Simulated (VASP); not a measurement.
LiW3N3, 7 atoms in the cell. The structure is cubic, space group Pm-3m (No. 221). Conventional cell: a = 4.173 Å, b = 4.173 Å, c = 4.173 Å, α = 90.00°, β = 90.00°, γ = 90.00°. Li (site symmetry m-3m) has 6 N at 2.09 Å within 2.8 Å. Within 2.8 Å of W (site symmetry 4/mmm) lie 4 N at 2.09 Å. Within 2.8 Å of N (site symmetry 4/mmm) lie 2 Li at 2.09 Å and 4 W at 2.09 Å. 

```yaml
Program: VASP 6.6.1
Task: single point
Functional: r2SCAN
Potentials_or_basis: VASP PAW PBE potentials, release 64 (Li_sv, W_sv, N)
Cutoff: 520 eV
k_mesh: 10 × 10 × 10
Occupations: gaussian, width 0.1 eV
Spin: no spin polarisation
Dipole_correction: no
Further_INCAR_settings: ALGO = Normal; EDIFF = 1e-06; NBANDS = 39
```

Potentials or basis: VASP PAW PBE potentials, release 64 (Li_sv, W_sv, N).

Command:

```bash
$ cat potpaw_PBE.64/Li_sv/POTCAR potpaw_PBE.64/W_sv/POTCAR potpaw_PBE.64/N/POTCAR > POTCAR
$ cp INCAR.step1 INCAR
$ mpirun -np 1 vasp_std > vasp.out
$ cp INCAR.step2 INCAR
$ mpirun -np 1 vasp_std > vasp.out
```

Hardware: 1 thread of Intel(R) Xeon(R) 6975P-C (Granite Rapids), with other jobs on the host.

Estimate the wall time of this run.

Run time: 3 min on 1 thread of Intel(R) Xeon(R) 6975P-C (Granite Rapids) (shared host), peak memory 0.27 GiB. Counts: k points 56.
